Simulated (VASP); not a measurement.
Crystal: MgI2.

```xyz
3
Lattice="4.1400 0.0000 0.0000 -2.0700 3.5853 0.0000 0.0000 0.0000 6.8800" Properties=species:S:1:pos:R:3 pbc="T T T"
I     2.0915    1.2145    5.1979
I    -0.0045    2.3627    1.6707
Mg    0.0136   -0.0215   -0.0331
```

This cell differs from its parent crystal: atoms moved at random.

Base run:

* Program: VASP 6.6.1
* Functional: PBEsol
* Potentials or basis: VASP PAW PBE potentials, release 64 (I, Mg)
* Cutoff: 520 eV
* k mesh: 8 × 8 × 4
* Occupations: fermi-dirac, width 0.05 eV
* Spin: no spin polarisation

Its results: band gap on the k mesh 3.45 eV (least direct gap 3.59 eV); pressure -0.2 GPa; largest force 0.166 eV/Å.

Question: The run is repeated on the same cell with these changes: functional from PBEsol to PBE. What comes out?

Answer: Band gap on the k mesh 3.51 eV (least direct gap 3.71 eV); pressure 1.2 GPa; largest force 0.168 eV/Å.

PBE binds less tightly than PBEsol, so the same cell stands under more pressure.

Caveats: spin-orbit coupling is left out, which moves the levels of the heavy elements; the PAW data sets were made with another functional, which shifts forces and pressure a little (at least some runs).

A k mesh can miss the band edges.
